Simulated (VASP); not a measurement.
Set up this calculation in VASP 6.6.1, as the native input.

```
Task                   : single point
Functional             : PBE
Potentials or basis    : VASP PAW PBE potentials, release 64 (Nb_sv, In_d, S)
Cutoff                 : 520 eV
k mesh                 : 4 × 4 × 4
Occupations            : gaussian, width 0.1 eV
Spin                   : collinear spin
Starting moments       : [2.72, 0.05, -0.12, -0.12, -0.12, -0.12] μB
Dipole correction      : no
Further INCAR settings : ALGO = Normal; EDIFF = 1e-07; NBANDS = 38
```

The structure of NbInS4 lies in POSCAR:

```
NbInS4
1.0
    0.0000000000      4.1334145800      4.1334145800
    4.1334145800      0.0000000000      4.1334145800
    4.1334145800      4.1334145800      0.0000000000
Nb In S
1 1 4
Direct
    0.7500000000      0.7500000000      0.7500000000
    0.0000000000      0.0000000000      0.0000000000
    0.8706559800      0.3764480100      0.3764480100
    0.3764480100      0.3764480100      0.3764480100
    0.3764480100      0.8706559800      0.3764480100
    0.3764480100      0.3764480100      0.8706559800
```

The cell was generated, and may not be a known phase.

These files were run (other wordings do the same):

INCAR

```
SYSTEM = NbInS4
PREC = Accurate
ENCUT = 520
EDIFF = 1E-7
ISMEAR = 0
SIGMA = 0.1
LREAL = .FALSE.
LASPH = .TRUE.
NELM = 150
ALGO = Normal
ISIF = 2
LWAVE = .FALSE.
LCHARG = .TRUE.
ISPIN = 2
MAGMOM = 2.72 0.05 -0.12 -0.12 -0.12 -0.12
LORBIT = 11
LMAXMIX = 4
GGA = PE
LELF = .TRUE.
LVHAR = .TRUE.
NBANDS = 38
```

KPOINTS

```
regular mesh
0
G
  4 4 4
  0 0 0
```

Potentials or basis: VASP PAW PBE potentials, release 64 (Nb_sv, In_d, S).

Run with:

```console
$ cat potpaw_PBE.64/Nb_sv/POTCAR potpaw_PBE.64/In_d/POTCAR potpaw_PBE.64/S/POTCAR > POTCAR
$ mpirun -np 1 vasp_std > vasp.out
```

Results of the run:

```yaml
Pressure: -9.1 GPa
Largest_force: 0.056 eV/Å
Net_moment: 2.57 μB per cell
Site_moments: Nb +2.13; In +0.02; S -0.08 μB
Valence_electrons_inside_the_program's_atomic_spheres: Nb 10.44; In 11.18; S 3.51
```

Caveat: the cell stands under tension.

It took 8.2 min on 1 thread of Intel Xeon 8259CL, on a shared host, peak memory 0.4 GiB.
